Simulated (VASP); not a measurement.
Input of a VASP 6.6.1 run:

Contents of INCAR:

```
  PREC = Accurate
  ENCUT = 520
  EDIFF = 1E-7
  ISMEAR = 0
  SIGMA = 0.01
  LREAL = False
  LASPH = True
  NELM = 100
  ALGO = Normal
  ISIF = 2
  LWAVE = False
  LCHARG = True
  GGA = CA
  LELF = True
  LVHAR = True
  NBANDS = 16
```

The input KPOINTS:

```
regular mesh
0
Gamma
  12 12 6
```

The input POSCAR:

```
AlN
1.0
    3.3121157400      0.0000000000      0.0000000000
   -1.6560578700      2.8683763700      0.0000000000
    0.0000000000      0.0000000000      4.1875630000
Al N
2 2
Direct
    0.3333333285      0.6666666690      0.7500000000
    0.6666666715      0.3333333310      0.2500000000
    0.3333333285      0.6666666690      0.2500000000
    0.6666666715      0.3333333310      0.7500000000
```

Potentials or basis: VASP PAW LDA potentials, release 64 (Al, N).

Run with:

```console
$ cat potpaw_LDA.64/Al/POTCAR potpaw_LDA.64/N/POTCAR > POTCAR
$ mpirun -np 1 vasp_std > vasp.out
```

(1) Estimate the band gap on the k mesh.

(2) What does it give for the pressure?

Results:

(1) 3.29 eV, direct.

(2) -8.2 GPa.
